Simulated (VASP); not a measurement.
A run of VASP 6.6.1 is set up as follows.

File INCAR:

```
PREC = Accurate ; ENCUT = 600
EDIFF = 1E-6 ; ISMEAR = 0
SIGMA = 0.1 ; LREAL = F
LASPH = T ; NELM = 60
ALGO = Fast ; ISIF = 3
LWAVE = F ; LCHARG = F
GGA = PE ; IBRION = 2
NSW = 100 ; EDIFFG = -0.01
```

File KPOINTS:

```
Automatic mesh
0
Gamma
  6 6 6
```

POSCAR

```
Cd4Te
1.0
    6.0325601274      0.0000000000      0.0000000000
    0.0000000000      6.0325601274      0.0000000000
    0.0000000000      0.0000000000      6.0325601274
Cd Te
4 1
Direct
    0.0000000000      0.5000000000      0.5000000000
    0.5000000000      0.0000000000      0.5000000000
    0.5000000000      0.5000000000      0.0000000000
    0.0000000000      0.0000000000      0.0000000000
    0.5000000000      0.5000000000      0.5000000000
```

Potentials or basis: VASP PAW PBE potentials, release 64 (Cd, Te).

Command:

```bash
$ cat potpaw_PBE.64/Cd/POTCAR potpaw_PBE.64/Te/POTCAR > POTCAR
$ mpirun -np 1 vasp_std > vasp.out
```

(1) Predict the space group after relaxing (to 0.1 Å).

(2) What does it give for the band gap on the k mesh?

(3) What does it give for the relaxed volume?

Answers

(1) Pm-3m (No. 221).

(2) zero (bands 27 and 28 overlap by 1.70 eV).

(3) 39.48 Å³/atom.

Caveat: spin-orbit coupling is left out, which moves the levels of the heavy elements.
